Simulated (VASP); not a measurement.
Set up this calculation in VASP 6.6.1, as the native input.

| Property | Result |
| --- | --- |
| Task | single point |
| Functional | LDA |
| Potentials or basis | VASP PAW LDA potentials, release 64 (Al, Ni) |
| Cutoff | 520 eV |
| k mesh | 14 × 14 × 14 |
| Occupations | gaussian, width 0.15 eV |
| Spin | collinear spin, ferromagnetic start |
| Starting moments | [0.0, 0.625, 0.625, 0.625] μB |
| Fixed moment | 1.875 μB |
| Dipole correction | no |
| Further INCAR settings | ALGO = Normal; EDIFF = 1e-06; NBANDS = 28 |

The structure of AlNi3 lies in POSCAR:

```
AlNi3
1.0
    0.0000000000      2.8742871579      2.8742871579
    2.8742871579      0.0000000000      2.8742871579
    2.8742871579      2.8742871579      0.0000000000
Al Ni
1 3
Direct
    0.5000000000      0.5000000000      0.5000000000
    0.2500000000      0.2500000000      0.2500000000
    0.0000000000      0.0000000000      0.0000000000
    0.7500000000      0.7500000000      0.7500000000
```

The input as run:

INCAR

```
ALGO = Normal
EDIFF = 1E-6
ENCUT = 520
GGA = CA
ISIF = 2
ISMEAR = 0
ISPIN = 2
LASPH = T
LCHARG = F
LMAXMIX = 4
LORBIT = 11
LREAL = F
LWAVE = F
MAGMOM = 0 0.625 0.625 0.625
NBANDS = 28
NELM = 150
NUPDOWN = 1.875
PREC = Accurate
SIGMA = 0.15
```

KPOINTS

```
k-points
0
Gamma
  14 14 14
```

Potentials or basis: VASP PAW LDA potentials, release 64 (Al, Ni).

Command:

```bash
$ cat potpaw_LDA.64/Al/POTCAR potpaw_LDA.64/Ni/POTCAR > POTCAR
$ mpirun -np 1 vasp_std > vasp.out
```

Results of the run:

* Pressure: -16.4 GPa
* Net moment: 1.87 μB per cell
* Site moments: Al +0.02; Ni +0.55, +0.68 (each value once) μB
* Valence electrons inside the program's atomic spheres: Al 0.80; Ni 9.34, 9.27 (each value once)

Caveat: the cell stands under tension; the total moment is fixed, so each spin has its own Fermi level and the state may be an excited one.

It took 5.6 min on 1 thread of Intel Xeon 8259CL, on a shared host, peak memory 0.3 GiB.
